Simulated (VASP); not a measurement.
The system is MgZn2S3.

```
Mg Zn S
1.0
     3.80802    0.00000    0.00000
    -1.90401    3.29784    0.00000
     0.00000    0.00000    9.32771
Mg Zn S
1 2 3
Direct
  0.00000 0.00000 0.00000
  0.66667 0.33333 0.33333
  0.33333 0.66667 0.66667
  0.66667 0.33333 0.08333
  0.33333 0.66667 0.41667
  0.00000 0.00000 0.75000
```

- Program: VASP 6.6.1
- Task: relaxation of cell and atoms
- Functional: PBE
- Potentials or basis: VASP PAW PBE potentials, release 64 (Mg, Zn, S)
- Cutoff: 600 eV
- k mesh: 6 × 6 × 2
- Occupations: gaussian, width 0.1 eV
- Spin: no spin polarisation

At the start: pressure 6.1 GPa; volume 19.52 Å³/atom.

Where does the relaxation end?

Over 9 steps the energy falls by 36.6 meV/atom and the volume is 21.14 Å³/atom (+8.3 %); space group P3m1 (No. 156, to 0.1 Å) before and after.

Step by step:
```
step  energy change (eV)  largest force (eV/Å)  pressure (GPa)  volume (Å³)
   1              0.0000                0.7321            6.13       117.14
   2             -0.1871                0.2489           -1.54       130.26
   3             -0.1999                0.3196           -0.21       127.39
   4             -0.1998                0.3138           -0.34       127.60
   5             -0.2092                0.1873           -0.21       127.32
   6             -0.2157                0.2015           -0.01       126.88
   7             -0.2158                0.2089            0.04       126.83
   8             -0.2192                0.0673            0.01       126.83
   9             -0.2197                0.0322            0.00       126.83
```

Final structure:
```
Mg Zn S
1.0
     3.90771    0.00000    0.00000
    -1.95386    3.38418    0.00000
     0.00000    0.00000    9.59024
Mg Zn S
1 2 3
Cartesian
  0.0000 0.0000 0.0031
  1.9539 1.1281 3.2354
  0.0000 2.2561 6.3533
  1.9539 1.1281 0.8738
  0.0000 2.2561 3.9927
  0.0000 0.0000 7.1197
```
